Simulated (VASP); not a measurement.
Runs of VASP 6.6.1 on Te2Mo. The structure is that of space group P6_3/mmc (No. 194), or close to it. The cells are those of the table. 

| cell | gap on the mesh (eV) | pressure (GPa) | largest force (eV/Å) |
| --- | --- | --- | --- |
| a = 3.632, b = 3.632, c = 14.425 Å, angles 90.0, 90.0, 120.0°, 6 atoms | 0.83 | -3.9 | 0.89 |
| a = 3.576, b = 3.576, c = 14.203 Å, angles 90.0, 90.0, 120.0°, 6 atoms | 0.83 | (b) | (d) |
| a = 3.489, b = 3.489, c = 13.856 Å, angles 90.0, 90.0, 120.0°, 6 atoms | 0.81 | 7.2 | 0.63 |
| a = 3.518, b = 3.518, c = 13.974 Å, angles 90.0, 90.0, 120.0°, 6 atoms | 0.82 | 4.3 | (a) |
| a = 3.604, b = 3.604, c = 14.315 Å, angles 90.0, 90.0, 120.0°, 6 atoms | 0.83 | -2.2 | 0.64 |
| a = 3.428, b = 3.428, c = 13.615 Å, angles 90.0, 90.0, 120.0°, 6 atoms | 0.79 | 14.3 | 1.49 |
| a = 3.397, b = 3.397, c = 13.491 Å, angles 90.0, 90.0, 120.0°, 6 atoms | 0.77 | (c) | 1.99 |
| a = 3.547, b = 3.547, c = 14.089 Å, angles 90.0, 90.0, 120.0°, 6 atoms | 0.82 | 1.9 | 0.07 |

Alike in all rows: task single point; level revPBE; potentials or basis VASP PAW PBE potentials, release 64 (Te, Mo_sv); no spin polarisation; k mesh 8 × 8 × 2; cutoff (eV) 520; smearing fermi-dirac 0.2 eV.

Problem. Estimate the missing entries.

Solution. (a) 0.26; (b) -0.3; (c) 18.6; (d) 0.37.

Caveats: the PAW data sets were made with another functional, which shifts forces and pressure a little; spin-orbit coupling is left out, which moves the levels of the heavy elements; this functional lacks dispersion, which binds the layers, so the pressure and a relaxed spacing across them are unreliable.

A k mesh can miss the band edges, and the runs leave out spin-orbit coupling on Mo, Te.
